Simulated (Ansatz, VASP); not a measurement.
# Two plane-wave programs on Rh2N

```
Rh N
1.0
     4.12328    0.00000    0.00000
    -2.06164    3.57086    0.00000
     0.00000    0.00000    2.65142
Rh N
2 1
Direct
  0.33333 0.66667 0.50000
  0.66667 0.33333 0.50000
  0.00000 0.00000 0.00000
```

Alike in both runs: functional PBE; k mesh 6 × 6 × 6; occupations gaussian, width 0.1 eV; no spin polarisation.

Ansatz relaxed the structure, and its values are those at the end. VASP's run is a single point on that final structure, the one shown.

```csv
,VASP,Ansatz
version,VASP 6.6.1,Ansatz 0.2.0
potentials or method,"VASP PAW PBE potentials, release 64 (Rh_sv_GW, N), cutoff 700 eV","scalar-relativistic, plane waves, PAW"
valence electrons in the cell,39,39
```

Ansatz gave:

| Property | Result |
| --- | --- |
| gap on the k mesh at the Fermi level (eV) | none |
| pressure (GPa) | -0.3 |

Q: Which values does VASP return?

A: gap on the k mesh at the Fermi level (eV): none; pressure (GPa): -0.4.

A gap of «none» marks a metal or a gap that the smearing closes. With one functional, cell and mesh, what is left measures potentials, basis and numerics.

The k mesh is coarse, so the values compare programs but aren't converged.
